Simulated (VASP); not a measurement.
# MgSiN (P4/mmm) in VASP: notebook

Runs on MgSiN. Level: PBE. Tasks: single point, relaxation of cell and atoms.

Everything below comes from runs of VASP 6.6.1. Logs are shortened: lines on timing, memory, paths and dates and some standing lists are left out, and cuts for length are marked.

## (1) The cell of the first run

Symmetry: P4/mmm, No. 123, tetragonal system. The conventional cell has a = 2.730 Å, b = 2.730 Å, c = 6.014 Å, α = 90.00°, β = 90.00°, γ = 90.00°. Mg (site symmetry 4/mmm) has 4 Mg at 2.73 Å and 2 Si at 3.01 Å and 8 N at 3.57 Å within 3.6 Å. Si (site symmetry 4/mmm) has 4 N at 1.93 Å within 2.6 Å. N (site symmetry 4/mmm) has 4 Si at 1.93 Å within 2.6 Å.

## (2) Single point, PBE

Contents of INCAR:

```
PREC = Accurate
ENCUT = 520
EDIFF = 1E-6
ISMEAR = 0
SIGMA = 0.1
LREAL = False
LASPH = True
NELM = 100
ALGO = Normal
ISIF = 2
LWAVE = False
LCHARG = False
GGA = PE
NBANDS = 12
```

Contents of KPOINTS:

```
Automatic mesh
0
Gamma
  16 16 8
```

Contents of POSCAR:

```
MgSiN
1.0
    2.7296020375      0.0000000000      0.0000000000
    0.0000000000      2.7296020375      0.0000000000
    0.0000000000      0.0000000000      6.0136098405
Mg Si N
1 1 1
Direct
    0.5000000000      0.5000000000      0.5000000000
    0.5000000000      0.5000000000      0.0000000000
    0.0000000000      0.0000000000      0.0000000000
```

Potentials or basis: VASP PAW PBE potentials, release 64 (Mg, Si, N).

The run is started by

```bash
$ cat potpaw_PBE.64/Mg/POTCAR potpaw_PBE.64/Si/POTCAR potpaw_PBE.64/N/POTCAR > POTCAR
$ mpirun -np 1 vasp_std > vasp.out
```

OUTCAR:

```text
PREC = Accurate
   ENCUT = 520
   EDIFF = 1E-6
   ISMEAR = 0
   LREAL = False
   LASPH = True
   NELM = 100
   ISIF = 2
   GGA = PE

 ion  position               nearest neighbor table
   1  0.500  0.500  0.500-   2 3.01   2 3.01
   2  0.500  0.500  0.000-   3 1.93   3 1.93   3 1.93   3 1.93   1 3.01   1 3.01
   3  0.000  0.000  0.000-   2 1.93   2 1.93   2 1.93   2 1.93

  LATTYP: Found a simple tetragonal cell.
 ALAT       =     2.7296020375
 C/A-ratio  =     2.2031086429

  Lattice vectors:

 A1 = (   2.7296020375,   0.0000000000,   0.0000000000)
 A2 = (   0.0000000000,   2.7296020375,   0.0000000000)
 A3 = (   0.0000000000,   0.0000000000,   6.0136098405)

Analysis of symmetry for initial positions (statically):
=====================================================================
 Subroutine PRICEL returns:
 Original cell was already a primitive cell.

 Routine SETGRP: Setting up the symmetry group for a
 simple tetragonal supercell.

 Subroutine GETGRP returns: Found 16 space group operations
 (whereof 16 operations were pure point group operations)
 out of a pool of 16 trial point group operations.

The static configuration has the point symmetry D_4h.

Analysis of symmetry for dynamics (positions and initial velocities):
=====================================================================
 Subroutine PRICEL returns:
 Original cell was already a primitive cell.

 Routine SETGRP: Setting up the symmetry group for a
 simple tetragonal supercell.

 Subroutine GETGRP returns: Found 16 space group operations
 (whereof 16 operations were pure point group operations)
 out of a pool of 16 trial point group operations.

The dynamic configuration has the point symmetry D_4h.

 Subroutine INISYM returns: Found 16 space group operations
 (whereof 16 operations are pure point group operations),
 and found     1 'primitive' translations

----------------------------------------------------------------------------------------

                                     Primitive cell

  volume of cell :      44.8058

  direct lattice vectors                    reciprocal lattice vectors
     2.729602037  0.000000000  0.000000000     0.366353771  0.000000000  0.000000000
     0.000000000  2.729602037  0.000000000     0.000000000  0.366353771  0.000000000
     0.000000000  0.000000000  6.013609841     0.000000000  0.000000000  0.166289471

[... 87 lines left out ...]
   EDIFFG = 0.1E-04   stopping-criterion for IOM
   NSW    =      0    number of steps for IOM
   IBRION =     -1    ionic relax: 0-MD 1-quasi-New 2-CG
   NFREE  =      0    steps in history (QN), initial steepest desc. (CG)
   ISIF   =      2    stress and relaxation
   ISYM   =      2    0-nonsym 1-usesym 2-fastsym
   POTIM  = 0.5000    time-step for ionic-motion
   TEBEG  =    0.0;   TEEND  =   0.0 temperature during run
   PSTRESS=    0.0 pullay stress
   NELECT =      11.0000    total number of electrons
   NUPDOWN=      -1.0000    fix difference up-down
   EMIN   =  10.00;   EMAX   =-10.00  energy-range for DOS
   EFERMI =   0.00;   METHOD = LEGACY
   ISMEAR =     0;   SIGMA  =   0.10  broadening in eV -4-tet -1-fermi 0-gaus
   EFERMI_NEDOS =   21; number of points for ismear=-14 and -15
   IALGO  =     38    algorithm
   IMIX   =      4    mixing-type and parameters
     AMIX     =   0.40;   BMIX     =  1.00
     AMIX_MAG =   1.60;   BMIX_MAG =  1.00
  volume/ion in A,a.u.               =      14.94       100.79
  Fermi-wavevector in a.u.,A,eV,Ry     =   1.025088  1.937135 14.297071  1.050805
  Thomas-Fermi vector in A             =   2.158910
   LORBIT       =      0    0 simple, 1 ext, 2 COOP (PROOUT), +10 PAW based schemes
   GGA     = PE    functional components
   LHFCALC =     F    Hartree Fock is set to
   AEXX    =    0.0000 exact exchange contribution
   IVDW    =     0    specifies the selected vdW correction
   LEPSILON=     F    determine dielectric tensor
   LRPA    =     F    only Hartree local field effects (RPA)
 non-spin polarized calculation
 Gauss-broadening in eV      SIGMA  =   0.10
  energy-cutoff  :      520.00
  volume of cell :       44.81
 maximum number of plane-waves:      1228
   NGX = 11   NGY = 11   NGZ = 23

 number of electron      11.0000003 magnetization

 Free energy of the ion-electron system (eV)
  ---------------------------------------------------
  ext. energy  EPLUGINS =         0.00000000
  ---------------------------------------------------
  free energy    TOTEN  =       -14.12221357 eV

  energy without entropy =      -14.11575126  energy(sigma->0) =      -14.11898241

 E-fermi :   5.6261     XC(G=0):  -9.7999

 val. band max:        5.6253010352   @ k =   0.3125   0.0000   0.5000
 cond. band min:       5.6332220337   @ k =   0.4375   0.3125   0.1250
 fundamental gap:      0.0079209984
 Fermi energy:         5.6260634979

 k-point     1 :       0.0000    0.0000    0.0000
  band No.  band energies     occupation
      1     -13.2445      2.00000
      2      -1.4924      2.00000
      3      -0.0222      2.00000
      4       1.2638      2.00000
      5       1.2638      2.00000
      6       5.2517      2.00000
      7       7.2205      0.00000
      8      10.9589      0.00000
      9      12.8734      0.00000
     10      13.2503      0.00000
     11      16.3829      0.00000
     12      18.1230      0.00000
[... 331 lines left out ...]
 k-point    24 :       0.5000    0.1250    0.0000
  band No.  band energies     occupation
      1     -10.8091      2.00000
      2      -5.6780      2.00000
      3       1.1460      2.00000
      4       1.7510      2.00000
      5       4.4219      2.00000
      6       5.0259      2.00000
      7       5.2573      2.00000
      8       8.6476      0.00000
      9      11.5235      0.00000
     10      11.9562      0.00000
     11      13.8960      0.00000
     12      15.1842      0.00000

 [... further k-points ...]
[... 5 lines left out ...]
  --------------------------------------------------------------------------------------
  -------------------------------------------------------------------------------------
  Total        0.0028700      0.0028700     -0.0413227      0.0000000      0.0000000      0.0000000
  in kB        0.1026268      0.1026268     -1.4776294      0.0000000      0.0000000      0.0000000
  external PRESSURE =      -0.4241252 kB  Pullay stress =       0.0000000 kB

 VOLUME and BASIS-vectors are now :
 -----------------------------------------------------------------------------
  energy-cutoff  :      520.00
  volume of cell :       44.81
      direct lattice vectors                 reciprocal lattice vectors
     2.729602037  0.000000000  0.000000000     0.366353771  0.000000000  0.000000000
     0.000000000  2.729602037  0.000000000     0.000000000  0.366353771  0.000000000
     0.000000000  0.000000000  6.013609841     0.000000000  0.000000000  0.166289471

 POSITION                                       TOTAL-FORCE (eV/Angst)
 -----------------------------------------------------------------------------------
      1.36480      1.36480      3.00680         0.000000      0.000000      0.000000
      1.36480      1.36480      0.00000         0.000000      0.000000      0.000000
      0.00000      0.00000      0.00000         0.000000      0.000000      0.000000
 -----------------------------------------------------------------------------------
    total drift:                               -0.000000      0.000000     -0.000000

  FREE ENERGIE OF THE ION-ELECTRON SYSTEM (eV)
  ---------------------------------------------------
  free  energy   TOTEN  =       -14.1222135669 eV

  energy  without entropy=      -14.1157512566  energy(sigma->0) =      -14.11898241
```

Wall time 46 s (1 thread of Intel Xeon 6975P-C (Granite Rapids), shared host); peak memory 0.26 GiB.

What came out:

```yaml
Free_energy: -14.1222 eV
Pressure: 0.0 GPa
```

## (3) Relaxation of cell and atoms, PBE

This run uses another cell than the first one, of 15.12 Å³/atom, 1.012 times its volume.

Contents of INCAR:

```
SYSTEM = MgSiN
PREC = Accurate ; ENCUT = 600
EDIFF = 1E-6 ; ISMEAR = 0
SIGMA = 0.1 ; LREAL = .False.
LASPH = .True. ; NELM = 100
ALGO = Normal ; ISIF = 3
LWAVE = .False. ; LCHARG = .False.
GGA = PE ; IBRION = 2
NSW = 100 ; EDIFFG = -0.01
```

Contents of KPOINTS:

```
Automatic mesh
0
Gamma
  16 16 8
  0 0 0
```

Contents of POSCAR:

```
MgSiN
1.0
    2.7328106364      0.0000000000      0.0000000000
    0.0000000000      2.7328106364      0.0000000000
    0.0000000000      0.0000000000      6.0719010514
Mg Si N
1 1 1
Direct
    0.5000000000      0.5000000000      0.5000000000
    0.5000000000      0.5000000000      0.0000000000
    0.0000000000      0.0000000000      0.0000000000
```

Potentials or basis: VASP PAW PBE potentials, release 64 (Mg, Si, N).

The run is started by

```bash
$ cat potpaw_PBE.64/Mg/POTCAR potpaw_PBE.64/Si/POTCAR potpaw_PBE.64/N/POTCAR > POTCAR
$ mpirun -np 1 vasp_std > vasp.out
```

OUTCAR:

```text
SYSTEM = MgSiN
   PREC = Accurate
   ENCUT = 600
   EDIFF = 1E-6
   ISMEAR = 0
   LREAL = .False.
   LASPH = .True.
   NELM = 100
   ISIF = 3
   GGA = PE
   IBRION = 2
   NSW = 100
   EDIFFG = -0.01

 ion  position               nearest neighbor table
   1  0.500  0.500  0.500-   2 3.04   2 3.04
   2  0.500  0.500  0.000-   3 1.93   3 1.93   3 1.93   3 1.93   1 3.04   1 3.04
   3  0.000  0.000  0.000-   2 1.93   2 1.93   2 1.93   2 1.93

  LATTYP: Found a simple tetragonal cell.
 ALAT       =     2.7328106364
 C/A-ratio  =     2.2218521000

  Lattice vectors:

 A1 = (   2.7328106364,   0.0000000000,   0.0000000000)
 A2 = (   0.0000000000,   2.7328106364,   0.0000000000)
 A3 = (   0.0000000000,   0.0000000000,   6.0719010514)

Analysis of symmetry for initial positions (statically):
=====================================================================
 Subroutine PRICEL returns:
 Original cell was already a primitive cell.

 Routine SETGRP: Setting up the symmetry group for a
 simple tetragonal supercell.

 Subroutine GETGRP returns: Found 16 space group operations
 (whereof 16 operations were pure point group operations)
 out of a pool of 16 trial point group operations.

The static configuration has the point symmetry D_4h.
[... 172 lines left out ...]
  -------------------------------------------------------------------------------------
  Total       -0.1815015     -0.1815015     -0.2338396      0.0000000      0.0000000      0.0000000
  in kB       -6.4127902     -6.4127902     -8.2619937      0.0000000      0.0000000      0.0000000
  external PRESSURE =      -7.0291914 kB  Pullay stress =       0.0000000 kB
[... 135 lines left out ...]
--------------------------------------- Ionic step        5  -------------------------------------------

 number of electron      11.0000000 magnetization

 Free energy of the ion-electron system (eV)
  ---------------------------------------------------
  ext. energy  EPLUGINS =         0.00000000
  ---------------------------------------------------
  free energy    TOTEN  =       -14.12447165 eV

  energy without entropy =      -14.11797607  energy(sigma->0) =      -14.12122386

 E-fermi :   5.6427     XC(G=0):  -9.8085

 val. band max:        5.6306125846   @ k =   0.4375   0.3750   0.5000
 cond. band min:       5.6433758957   @ k =   0.3125   0.0000   0.5000
 fundamental gap:      0.0127633111
 Fermi energy:         5.6426961695

 k-point     1 :       0.0000    0.0000    0.0000
  band No.  band energies     occupation
      1     -13.2296      2.00000
      2      -1.4808      2.00000
      3      -0.0075      2.00000
      4       1.2806      2.00000
      5       1.2806      2.00000
      6       5.2765      2.00000
      7       7.2511      0.00000
      8      10.9747      0.00000
      9      12.9176      0.00000
[... 265 lines left out ...]
 k-point    24 :       0.5000    0.1250    0.0000
  band No.  band energies     occupation
      1     -10.7936      2.00000
      2      -5.6629      2.00000
      3       1.1626      2.00000
      4       1.7647      2.00000
      5       4.4328      2.00000
      6       5.0422      2.00000
      7       5.2713      2.00000
      8       8.6714      0.00000
      9      11.5517      0.00000

 [... further k-points ...]
[... 5 lines left out ...]
  --------------------------------------------------------------------------------------
  -------------------------------------------------------------------------------------
  Total        0.0022927      0.0022927     -0.0245773      0.0000000     -0.0000000     -0.0000000
  in kB        0.0821448      0.0821448     -0.8805617      0.0000000     -0.0000000     -0.0000000
  external PRESSURE =      -0.2387574 kB  Pullay stress =       0.0000000 kB
[... 18 lines left out ...]
  FREE ENERGIE OF THE ION-ELECTRON SYSTEM (eV)
  ---------------------------------------------------
  free  energy   TOTEN  =       -14.1244716486 eV

  energy  without entropy=      -14.1179760748  energy(sigma->0) =      -14.12122386

 reached required accuracy - stopping structural energy minimisation
```

CONTCAR:

```text
MgSiN
   1.00000000000000
     2.7294723064765902    0.0000000000000000   -0.0000000000000000
    -0.0000000000000000    2.7294723064765902    0.0000000000000000
    -0.0000000000000000    0.0000000000000000    6.0024243355299447
  Mg              Si              N
     1     1     1
Direct
     0.5000000000000000    0.5000000000000000    0.5000000000000000
     0.5000000000000000    0.5000000000000000    0.0000000000000000
     0.0000000000000000    0.0000000000000000    0.0000000000000000

  0.00000000E+00  0.00000000E+00  0.00000000E+00
  0.00000000E+00  0.00000000E+00  0.00000000E+00
  0.00000000E+00  0.00000000E+00  0.00000000E+00
```

Wall time 2 min (1 thread of Intel Xeon 6975P-C (Granite Rapids), shared host); peak memory 0.31 GiB.

Results:

```
Free energy                            : -14.1245 eV
Relaxed volume                         : 14.91 Å³/atom
Relaxed cell                           : a = 2.729 Å, b = 2.729 Å, c = 6.002 Å, α = 90.00°, β = 90.00°, γ = 90.00°
Space group after relaxing (to 0.05 Å) : P4/mmm (No. 123)
Energy gained by relaxing              : 0.6 meV/atom
Ionic steps                            : 5
Pressure after relaxing                : 0.0 GPa
```

The path:
```
step  energy change (eV)  largest force (eV/Å)  pressure (GPa)  volume (Å³)
   1              0.0000                0.0000           -0.70        45.35
   2             -0.0009                0.0000            0.10        44.91
   3             -0.0009                0.0000            0.05        44.94
   4             -0.0013                0.0000            0.01        44.86
   5             -0.0017                0.0000           -0.02        44.72
```

Final structure:
```yaml
crystal:
  lattice:
    - [2.72947, 0.00000, 0.00000]
    - [0.00000, 2.72947, 0.00000]
    - [0.00000, 0.00000, 6.00242]
  atoms:
    - { symbol: Mg, position: [0.50000, 0.50000, 0.50000] }
    - { symbol: Si, position: [0.50000, 0.50000, 0.00000] }
    - { symbol: N, position: [0.00000, 0.00000, 0.00000] }
```
